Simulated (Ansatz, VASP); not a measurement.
Two plane-wave programs on Tl

Contents of INCAR:

```
SYSTEM = Tl
  PREC = Accurate
  ENCUT = 520
  EDIFF = 1E-7
  ISMEAR = 0
  SIGMA = 0.15
  LREAL = .False.
  LASPH = .True.
  NELM = 80
  ALGO = Fast
  ISIF = 2
  LWAVE = .False.
  LCHARG = .False.
  GGA = PE
  IVDW = 12
  NBANDS = 12
```

KPOINTS

```
Automatic mesh
0
Gamma
  16 16 16
  0 0 0
```

POSCAR

```
Tl
1.0
    0.0000000000      2.4663412330      2.4293461145
    2.4663412330      0.0000000000      2.4293461145
    2.4663412330      2.4663412330      0.0000000000
Tl
1
Direct
    0.0000000000      0.0000000000      0.0000000000
```

Input for Ansatz:

```yaml
crystal:
  lattice:
    - [0.0, 2.466341233, 2.4293461145]
    - [2.466341233, 0.0, 2.4293461145]
    - [2.466341233, 2.466341233, 0.0]
  atoms:
    - { symbol: Tl, position: [0.0, 0.0, 0.0] }
basis:
  ecutwfc: 420
kpoints:
  mp_grid: { grid: [16, 16, 16] }
hamiltonian:
  xc: pbe
  dispersion: d3bj
scf:
  occupations: { method: gaussian, width: 0.15 }
output:
  forces: true
  stress: true
  eigenvalues: true
```

Change from the starting cell: strain +0.000 along x and y, -0.015 along z, atoms carried along.

Alike in both runs: task single point; functional PBE; dispersion D3(BJ); k mesh 16 × 16 × 16; occupations gaussian, width 0.15 eV; no spin polarisation.

```csv
,VASP,Ansatz
version,VASP 6.6.1,Ansatz 0.2.0
potentials or method,"VASP PAW PBE potentials, release 64 (Tl_d), cutoff 520 eV","scalar-relativistic, plane waves, PAW"
valence electrons in the cell,13,13
```

|  | VASP | Ansatz | Ansatz less VASP |
| --- | --- | --- | --- |
| gap on the k mesh at the Fermi level (eV) | none | none | - |
| pressure (GPa) | -0.4 | -0.3 | +0.06 |

A gap of «none» marks a metal or a gap that the smearing closes.

Neither program's run includes spin-orbit coupling.
